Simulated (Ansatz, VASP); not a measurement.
**Two plane-wave programs on SiC4**

```
Si C
1.0
    -2.06743    2.06743    3.77180
     2.06743   -2.06743    3.77180
     2.06743    2.06743   -3.77180
Si C
1 4
Direct
  0.00000 0.00000 0.00000
  0.67677 0.67677 0.35354
  0.32323 0.32323 0.64646
  0.67677 0.32323 0.00000
  0.32323 0.67677 0.00000
```

Alike in both runs: functional PBE; k mesh 12 × 12 × 12; occupations gaussian, width 0.1 eV; no spin polarisation.

Ansatz relaxed the structure, and its values are those at the end. VASP's run is a single point on that final structure, the one shown.

|  | VASP | Ansatz |
| --- | --- | --- |
| version | VASP 6.6.1 | Ansatz 0.2.0 |
| potentials or method | VASP PAW PBE potentials, release 64 (Si, C), cutoff 520 eV | scalar-relativistic, plane waves, PAW |
| valence electrons in the cell | 20 | 20 |

Ansatz gave:

- gap on the k mesh at the Fermi level (eV): none
- pressure (GPa): 0.0
- rms of the force components (eV/Å): 0.000

Problem. What did VASP give for the same quantities?

Solution. gap on the k mesh at the Fermi level (eV): none; pressure (GPa): 0.2; rms of the force components (eV/Å): 0.051.

A gap of «none» marks a metal or a gap that the smearing closes.
